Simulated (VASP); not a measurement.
A run of VASP 6.6.1 is set up as follows.

The input INCAR:

```
ALGO = Normal ; EDIFF = 1E-7
ENCUT = 520 ; GGA = PE
ISIF = 2 ; ISMEAR = 0
IVDW = 13 ; LASPH = T
LCHARG = T ; LELF = T
LREAL = F ; LVHAR = T
LWAVE = F ; NBANDS = 17
NELM = 80 ; PREC = Accurate
SIGMA = 0.01
```

The input KPOINTS:

```
k-points
0
Gamma
  4 4 4
```

POSCAR

```
PbS
1.0
   -0.0838600000      2.9674300000      3.0347600000
    2.8986900000     -0.0188600000      2.9697600000
    2.8989000000      2.9026400000     -0.0190700000
Pb S
1 1
Direct
    0.0164700000      0.9778200000      0.0022300000
    0.4897500000      0.4950700000      0.5116800000
```

Potentials or basis: VASP PAW PBE potentials, release 64 (Pb_d, S).

The run is started by

```sh
$ cat potpaw_PBE.64/Pb_d/POTCAR potpaw_PBE.64/S/POTCAR > POTCAR
$ mpirun -np 1 vasp_std > vasp.out
```

Question: Estimate the dispersion energy per atom.

Answer: -0.379 eV.

Question: Estimate the pressure.

Answer: 0.3 GPa.

Question: Estimate the band gap on the k mesh.

Answer: 0.21 eV, indirect (least direct gap 0.35 eV).

Question: What does it give for the largest force?

Answer: 0.026 eV/Å.

Stress tensor (GPa, compression positive):
```
 1.61  0.57  0.57
 0.57  1.21 -0.33
 0.57 -0.33 -1.85
```

Caveat: the k points lie up to 0.46 Å⁻¹ apart; spin-orbit coupling is left out, which moves the levels of the heavy elements. A k mesh can miss the band edges.
